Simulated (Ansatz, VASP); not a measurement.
# Two plane-wave programs on Sn3GeSe

```
Sn Ge Se
1.0
     5.51309    0.00000    0.00000
     0.00000    5.51309    0.00000
     0.00000    0.00000    5.51309
Sn Ge Se
3 1 1
Direct
  0.50000 0.50000 0.00000
  0.00000 0.50000 0.50000
  0.50000 0.00000 0.50000
  0.00000 0.00000 0.00000
  0.50000 0.50000 0.50000
```

Change from the starting cell: species swapped into the Pr3InN type (Pm-3m, No. 221).

Alike in both runs: functional PBE; k mesh 8 × 8 × 8; occupations gaussian, width 0.1 eV; no spin polarisation.

Ansatz relaxed the structure, and its values are those at the end. VASP's run is a single point on that final structure, the one shown.

|  | VASP | Ansatz |
| --- | --- | --- |
| version | VASP 6.6.1 | Ansatz 0.2.0 |
| potentials or method | VASP PAW PBE potentials, release 64 (Sn_d, Ge_d, Se), cutoff 520 eV | scalar-relativistic, plane waves, PAW |
| valence electrons in the cell | 62 | 72 |

VASP gave:

| Quantity | Value |
| --- | --- |
| gap on the k mesh at the Fermi level (eV) | none |
| pressure (GPa) | -0.1 |

Which values does Ansatz return?

gap on the k mesh at the Fermi level (eV): none; pressure (GPa): 0.0.

A gap of «none» marks a metal or a gap that the smearing closes. VASP's potentials hold 62 valence electrons a cell and Ansatz's 72, so a difference there can come from the potentials and not from the codes.
